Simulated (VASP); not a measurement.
# Fe (Im-3m) in VASP: further runs

The runs below take Fe through electric field gradients, single point, with PBE.

Program: VASP 6.6.1. These are calculated values, not measurements. Logs are shortened: lines on timing, memory, paths and dates and some standing lists are left out, and cuts for length are marked.

**1. The cell of the first run**

Symmetry: Im-3m, No. 229, cubic system. Conventional cell: a = 2.878 Å, b = 2.878 Å, c = 2.878 Å, α = 90.00°, β = 90.00°, γ = 90.00°. Within 3.3 Å of Fe (site symmetry m-3m) lie 14 Fe at 2.49 to 2.88 Å.

**2. Electric field gradients, PBE, collinear spin, ferromagnetic start**

Contents of INCAR:

```
PREC = Accurate
ENCUT = 520
EDIFF = 1E-8
ISMEAR = -1
SIGMA = 0.05
LREAL = False
LASPH = True
NELM = 150
ALGO = Normal
ISIF = 2
LWAVE = False
LCHARG = False
ISPIN = 2
MAGMOM = 3
LORBIT = 11
LMAXMIX = 4
GGA = PE
LEFG = True
NBANDS = 14
```

Contents of KPOINTS:

```
Automatic mesh
0
Gamma
  20 20 20
```

Contents of POSCAR:

```
Fe
1.0
   -1.4390000000      1.4390000000      1.4390000000
    1.4390000000     -1.4390000000      1.4390000000
    1.4390000000      1.4390000000     -1.4390000000
Fe
1
Direct
    0.0000000000      0.0000000000      0.0000000000
```

Potentials or basis: VASP PAW PBE potentials, release 64 (Fe).

Command:

```sh
$ cat potpaw_PBE.64/Fe/POTCAR > POTCAR
$ mpirun -np 1 vasp_std > vasp.out
```

OUTCAR:

```text
PREC = Accurate
   ENCUT = 520
   EDIFF = 1E-8
   ISMEAR = -1
   LREAL = False
   LASPH = True
   NELM = 150
   ISIF = 2
   ISPIN = 2
   LORBIT = 11
   GGA = PE

 ion  position               nearest neighbor table
   1  0.000  0.000  0.000-

  LATTYP: Found a body centered cubic cell.
 ALAT       =     2.8780000000

  Lattice vectors:

 A1 = (  -1.4390000000,   1.4390000000,   1.4390000000)
 A2 = (   1.4390000000,  -1.4390000000,   1.4390000000)
 A3 = (   1.4390000000,   1.4390000000,  -1.4390000000)

Analysis of symmetry for initial positions (statically):
=====================================================================
 Subroutine PRICEL returns:
 Original cell was already a primitive cell.

 Routine SETGRP: Setting up the symmetry group for a
 body centered cubic supercell.

 Subroutine GETGRP returns: Found 48 space group operations
 (whereof 48 operations were pure point group operations)
 out of a pool of 48 trial point group operations.

The static configuration has the point symmetry O_h .

Analysis of symmetry for dynamics (positions and initial velocities):
=====================================================================
 Subroutine PRICEL returns:
 Original cell was already a primitive cell.

 Routine SETGRP: Setting up the symmetry group for a
 body centered cubic supercell.

 Subroutine GETGRP returns: Found 48 space group operations
 (whereof 48 operations were pure point group operations)
 out of a pool of 48 trial point group operations.

The dynamic configuration has the point symmetry O_h .

Analysis of structural, dynamic, and magnetic symmetry:
=====================================================================
 Subroutine PRICEL returns:
 Original cell was already a primitive cell.

 Routine SETGRP: Setting up the symmetry group for a
 body centered cubic supercell.

 Subroutine GETGRP returns: Found 48 space group operations
 (whereof 48 operations were pure point group operations)
 out of a pool of 48 trial point group operations.

The overall configuration has the point symmetry O_h .

 Subroutine INISYM returns: Found 48 space group operations
 (whereof 48 operations are pure point group operations),
 and found     1 'primitive' translations

----------------------------------------------------------------------------------------

                                     Primitive cell

  volume of cell :      11.9191

  direct lattice vectors                    reciprocal lattice vectors
    -1.439000000  1.439000000  1.439000000     0.000000000  0.347463516  0.347463516
     1.439000000 -1.439000000  1.439000000     0.347463516  0.000000000  0.347463516
     1.439000000  1.439000000 -1.439000000     0.347463516  0.347463516  0.000000000

  length of vectors
     2.492421112  2.492421112  2.492421112     0.491387617  0.491387617  0.491387617

  position of ions in fractional coordinates (direct lattice)
     0.000000000  0.000000000  0.000000000

  ion indices of the primitive-cell ions
   primitive index   ion index
                 1           1

----------------------------------------------------------------------------------------

 KPOINTS: Automatic mesh

Automatic generation of k-mesh.
 Grid dimensions read from file:
 generate k-points for:   20   20   20

 Generating k-lattice:

  Cartesian coordinates                     Fractional coordinates (reciprocal lattice)
     0.000000000  0.017373176  0.017373176     0.050000000  0.000000000  0.000000000
     0.017373176  0.000000000  0.017373176     0.000000000  0.050000000  0.000000000
     0.017373176  0.017373176  0.000000000     0.000000000  0.000000000  0.050000000

  Length of vectors
     0.024569381  0.024569381  0.024569381

  Shift w.r.t. Gamma in fractional coordinates (k-lattice)
     0.000000000  0.000000000  0.000000000

 Subroutine IBZKPT returns following result:
 ===========================================
[... 57 lines left out ...]
   TEBEG  =    0.0;   TEEND  =   0.0 temperature during run
   PSTRESS=    0.0 pullay stress
   NELECT =       8.0000    total number of electrons
   NUPDOWN=      -1.0000    fix difference up-down
   EMIN   =  10.00;   EMAX   =-10.00  energy-range for DOS
   EFERMI =   0.00;   METHOD = LEGACY
   ISMEAR =    -1;   SIGMA  =   0.05  broadening in eV -4-tet -1-fermi 0-gaus
   EFERMI_NEDOS =   21; number of points for ismear=-14 and -15
   IALGO  =     38    algorithm
   IMIX   =      4    mixing-type and parameters
     AMIX     =   0.40;   BMIX     =  1.00
     AMIX_MAG =   1.60;   BMIX_MAG =  1.00
  volume/ion in A,a.u.               =      11.92        80.43
  Fermi-wavevector in a.u.,A,eV,Ry     =   1.433367  2.708671 27.953723  2.054541
  Thomas-Fermi vector in A             =   2.552893
   LORBIT       =     11    0 simple, 1 ext, 2 COOP (PROOUT), +10 PAW based schemes
   GGA     = PE    functional components
   LHFCALC =     F    Hartree Fock is set to
   AEXX    =    0.0000 exact exchange contribution
   IVDW    =     0    specifies the selected vdW correction
   LEPSILON=     F    determine dielectric tensor
   LRPA    =     F    only Hartree local field effects (RPA)
 spin polarized calculation
  energy-cutoff  :      520.00
  volume of cell :       11.92
 maximum number of plane-waves:       336
   NGX =  9   NGY =  9   NGZ =  9

 number of electron       7.9999996 magnetization       2.2710302

 Free energy of the ion-electron system (eV)
  ---------------------------------------------------
  ext. energy  EPLUGINS =         0.00000000
  ---------------------------------------------------
  free energy    TOTEN  =        -8.23186624 eV

  energy without entropy =       -8.22380662  energy(sigma->0) =       -8.22783643

 E-fermi :   5.3120     XC(G=0): -12.8454

 val. band max:        5.3096547760   @ k =  -0.4000   0.4500   0.1000
 cond. band min:       5.3131804837   @ k =  -0.4000   0.4500   0.1500
 fundamental gap:      0.0035257077
 Fermi energy:         5.3119545313

 spin component 1

 k-point     1 :       0.0000    0.0000    0.0000
  band No.  band energies     occupation
      1      -2.8087      1.00000
      2       3.1160      1.00000
      3       3.1160      1.00000
      4       3.1160      1.00000
      5       4.2416      1.00000
      6       4.2416      1.00000
      7      29.8971      0.00000
      8      29.8971      0.00000
      9      29.8971      0.00000
     10      34.6792      0.00000
     11      34.6792      0.00000
     12      36.7132      0.00000
     13      36.7132      0.00000
     14      36.7132      0.00000
[... 379 lines left out ...]
      3       2.8806      1.00000
      4       4.0859      1.00000
      5       4.4229      1.00000
      6       4.9953      0.99823
      7      18.5344      0.00000
      8      22.9733      0.00000
      9      26.2393      0.00000
     10      29.7885      0.00000
     11      33.9376      0.00000
     12      35.4274      0.00000
     13      41.0433      0.00000
     14      42.9871      0.00000

 [... further k-points ...]

 spin component 2

 k-point     1 :       0.0000    0.0000    0.0000
  band No.  band energies     occupation
      1      -2.6526      1.00000
      2       5.1157      0.98064
      3       5.1158      0.98059
      4       5.1158      0.98059
      5       7.0527      0.00000
      6       7.0528      0.00000
      7      29.6168      0.00000
      8      29.6168      0.00000
      9      29.6168      0.00000
     10      34.8462      0.00000
     11      34.8462      0.00000
     12      37.3787      0.00000
     13      37.3787      0.00000
     14      37.3787      0.00000
[... 379 lines left out ...]
      3       4.5701      1.00000
      4       6.6703      0.00000
      5       7.0496      0.00000
      6       7.2875      0.00000
      7      19.2862      0.00000
      8      23.3794      0.00000
      9      26.8006      0.00000
     10      30.0021      0.00000
     11      34.4361      0.00000
     12      35.7456      0.00000
     13      41.2561      0.00000
     14      43.4245      0.00000

 [... further k-points ...]
[... 5 lines left out ...]
  --------------------------------------------------------------------------------------
  -------------------------------------------------------------------------------------
  Total       -0.6057743     -0.6057743     -0.6057743      0.0000000      0.0000000     -0.0000000
  in kB      -81.4289936    -81.4289936    -81.4289936      0.0000000      0.0000000     -0.0000000
  external PRESSURE =     -81.4289936 kB  Pullay stress =       0.0000000 kB

 VOLUME and BASIS-vectors are now :
 -----------------------------------------------------------------------------
  energy-cutoff  :      520.00
  volume of cell :       11.92
      direct lattice vectors                 reciprocal lattice vectors
    -1.439000000  1.439000000  1.439000000     0.000000000  0.347463516  0.347463516
     1.439000000 -1.439000000  1.439000000     0.347463516  0.000000000  0.347463516
     1.439000000  1.439000000 -1.439000000     0.347463516  0.347463516  0.000000000

 POSITION                                       TOTAL-FORCE (eV/Angst)
 -----------------------------------------------------------------------------------
      0.00000      0.00000      0.00000         0.000000      0.000000     -0.000000
 -----------------------------------------------------------------------------------
    total drift:                               -0.000000     -0.000000     -0.000000

  FREE ENERGIE OF THE ION-ELECTRON SYSTEM (eV)
  ---------------------------------------------------
  free  energy   TOTEN  =        -8.2318662366 eV

  energy  without entropy=       -8.2238066206  energy(sigma->0) =       -8.22783643

 Electric field gradients (V/A^2)
---------------------------------------------------------------------
 ion       V_xx      V_yy      V_zz      V_xy      V_xz      V_yz
---------------------------------------------------------------------
   1      -0.000     0.000     0.000    -0.002    -0.002    -0.002
---------------------------------------------------------------------

 Electric field gradients after diagonalization (V/A^2)
 (convention: |V_zz| > |V_xx| > |V_yy|)
----------------------------------------------------------------------
 ion       V_xx      V_yy      V_zz     asymmetry (V_yy - V_xx)/ V_zz
----------------------------------------------------------------------
   1       0.002     0.002    -0.003       0.000
----------------------------------------------------------------------

           NMR quadrupolar parameters

 Cq : quadrupolar parameter    Cq=e*Q*V_zz/h
 eta: asymmetry parameters     (V_yy - V_xx)/ V_zz
 Q  : nuclear electric quadrupole moment in mb (millibarn)
----------------------------------------------------------------------
 ion       Cq(MHz)       eta       Q (mb)
----------------------------------------------------------------------
   1      -0.000       0.000       1.000
----------------------------------------------------------------------

 total charge

# of ion       s       p       d       tot
------------------------------------------
    1        0.467   0.498   6.208   7.173

 magnetization (x)

# of ion       s       p       d       tot
------------------------------------------
    1       -0.014  -0.055   2.346   2.277
```

Wall time 45 s (1 thread of AMD EPYC 9R45 (Zen 5), shared host); peak memory 0.15 GiB.

What came out:

```yaml
Free_energy: -8.2319 eV
Pressure: -8.1 GPa
Net_moment: 2.27 μB per cell
Site_moments: Fe +2.28 μB
Largest_electric_field_gradient_by_atom: under 0.05 V/Å² on every atom
Valence_electrons_inside_the_program's_atomic_spheres: Fe 7.17
```

Levels at points of the mesh, in eV from the Fermi level:
Spin up:
```
           k point  band 2  band 3  band 4  band 5  band 6  band 7  band 8  band 9
(0.00, 0.00, 0.00)   -2.20   -2.20   -2.20   -1.07   -1.07   24.59   24.59   24.59
(0.50, 0.00, 0.00)   -3.20   -1.01   -0.90    0.30    0.57    6.96   17.99   19.51
(0.50, 0.50, 0.50)   -4.55    0.05    0.05    0.05    9.63    9.63    9.63   15.19
```
Spin down:
| k point | band 1 | band 2 | band 3 | band 4 | band 5 | band 6 | band 7 |
| --- | --- | --- | --- | --- | --- | --- | --- |
| (0.00, 0.00, 0.00) | -7.96 | -0.20 | -0.20 | -0.20 | 1.74 | 1.74 | 24.30 |
| (0.50, 0.00, 0.00) | -3.32 | -1.40 | 0.65 | 1.60 | 1.98 | 2.62 | 8.36 |
| (0.50, 0.50, 0.50) | -2.67 | -2.67 | 2.33 | 2.33 | 2.33 | 9.90 | 9.90 |

Caveat: the cell stands under tension.

**3. Electric field gradients, PBE, collinear spin, ferromagnetic start**

Contents of INCAR:

```
SYSTEM = Fe
ALGO = Normal ; EDIFF = 1E-8
ENCUT = 520 ; GGA = PE
ISIF = 2 ; ISMEAR = -1
ISPIN = 2 ; LASPH = .TRUE.
LCHARG = .FALSE. ; LEFG = .TRUE.
LMAXMIX = 4 ; LORBIT = 11
LREAL = .FALSE. ; LWAVE = .FALSE.
MAGMOM = 3 ; NBANDS = 14
NELM = 150 ; PREC = Accurate
SIGMA = 0.05
```

Contents of KPOINTS:

```
k-points
0
G
  20 20 20
  0 0 0
```

POSCAR is that of step 2.

Potentials or basis: VASP PAW PBE potentials, release 64 (Fe).

Command:

```sh
$ cat potpaw_PBE.64/Fe/POTCAR > POTCAR
$ mpirun -np 1 vasp_std > vasp.out
```

OUTCAR:

```text
SYSTEM = Fe
   EDIFF = 1E-8
   ENCUT = 520
   GGA = PE
   ISIF = 2
   ISMEAR = -1
   ISPIN = 2
   LASPH = .TRUE.
   LORBIT = 11
   LREAL = .FALSE.
   NELM = 150
   PREC = Accurate

 ion  position               nearest neighbor table
   1  0.000  0.000  0.000-

  LATTYP: Found a body centered cubic cell.
 ALAT       =     2.8780000000

  Lattice vectors:

 A1 = (  -1.4390000000,   1.4390000000,   1.4390000000)
 A2 = (   1.4390000000,  -1.4390000000,   1.4390000000)
 A3 = (   1.4390000000,   1.4390000000,  -1.4390000000)
[... 1047 lines left out ...]

 Electric field gradients (V/A^2)
---------------------------------------------------------------------
 ion       V_xx      V_yy      V_zz      V_xy      V_xz      V_yz
---------------------------------------------------------------------
   1      -0.000     0.000     0.000    -0.002    -0.002    -0.002
---------------------------------------------------------------------

 Electric field gradients after diagonalization (V/A^2)
 (convention: |V_zz| > |V_xx| > |V_yy|)
----------------------------------------------------------------------
 ion       V_xx      V_yy      V_zz     asymmetry (V_yy - V_xx)/ V_zz
----------------------------------------------------------------------
   1       0.002     0.002    -0.003       0.000
----------------------------------------------------------------------

           NMR quadrupolar parameters

 Cq : quadrupolar parameter    Cq=e*Q*V_zz/h
 eta: asymmetry parameters     (V_yy - V_xx)/ V_zz
 Q  : nuclear electric quadrupole moment in mb (millibarn)
----------------------------------------------------------------------
 ion       Cq(MHz)       eta       Q (mb)
----------------------------------------------------------------------
   1      -0.000       0.000       1.000
----------------------------------------------------------------------

 total charge

# of ion       s       p       d       tot
------------------------------------------
    1        0.467   0.498   6.208   7.173

 magnetization (x)

# of ion       s       p       d       tot
------------------------------------------
    1       -0.014  -0.055   2.346   2.277
```

OSZICAR:

```text
N       E                     dE             d eps       ncg     rms          rms(c)
DAV:   1     0.222400672049E+02    0.22240E+02   -0.38354E+03 15532   0.698E+02
DAV:   2    -0.818494988817E+01   -0.30425E+02   -0.27777E+02 15686   0.128E+02
DAV:   3    -0.913743360036E+01   -0.95248E+00   -0.94596E+00 17448   0.236E+01
DAV:   4    -0.914068130249E+01   -0.32477E-02   -0.32475E-02 16706   0.124E+00
DAV:   5    -0.914069755064E+01   -0.16248E-04   -0.16248E-04 17490   0.905E-02    0.109E+01
DAV:   6    -0.832909202445E+01    0.81161E+00   -0.10859E+01 18002   0.374E+01    0.605E+00
DAV:   7    -0.824415846526E+01    0.84934E-01   -0.79652E-01 17792   0.972E+00    0.337E+00
DAV:   8    -0.823842030989E+01    0.57382E-02   -0.91933E-03 17168   0.548E-01    0.137E+00
DAV:   9    -0.823174064300E+01    0.66797E-02   -0.88054E-03 19342   0.465E-01    0.327E-01
DAV:  10    -0.823183568720E+01   -0.95044E-04   -0.10994E-03 17090   0.322E-01    0.983E-02
DAV:  11    -0.823186511028E+01   -0.29423E-04   -0.26935E-04 16988   0.120E-01    0.490E-02
DAV:  12    -0.823186608951E+01   -0.97923E-06   -0.54852E-06 17426   0.274E-02    0.218E-02
DAV:  13    -0.823186645025E+01   -0.36074E-06   -0.34417E-06 18122   0.122E-02    0.863E-03
DAV:  14    -0.823186609997E+01    0.35028E-06   -0.40735E-07 16598   0.522E-03    0.181E-03
DAV:  15    -0.823186621905E+01   -0.11908E-06   -0.12675E-08 11614   0.831E-04    0.458E-04
DAV:  16    -0.823186622946E+01   -0.10407E-07   -0.29097E-09  8134   0.322E-04    0.150E-04
DAV:  17    -0.823186623665E+01   -0.71896E-08   -0.39076E-10  7744   0.212E-04
   1 F= -.82318662E+01 E0= -.82278364E+01  d E =-.805962E-02  mag=     2.2710
```

stdout:

```text
POSCAR found type information on POSCAR Fe
 POSCAR found :  1 types and       1 ions
 scaLAPACK will be used
 LDA part: xc-table for (Slater+PW92), standard interpolation
 POSCAR, INCAR and KPOINTS ok, starting setup
 FFT: planning ... GRIDC
 FFT: planning ... GRID_SOFT
 FFT: planning ... GRID
 WAVECAR not read
 entering main loop
ion   1
```

It took 45 s on 1 thread of AMD EPYC 9R45 (Zen 5), shared host; peak memory 0.15 GiB.

What came out:

```yaml
Free_energy: -8.2319 eV
Pressure: -8.1 GPa
Net_moment: 2.27 μB per cell
Site_moments: Fe +2.28 μB
Largest_electric_field_gradient_by_atom: under 0.05 V/Å² on every atom
Valence_electrons_inside_the_program's_atomic_spheres: Fe 7.17
```

Caveat: the cell stands under tension.

[end of part 1 of 2]
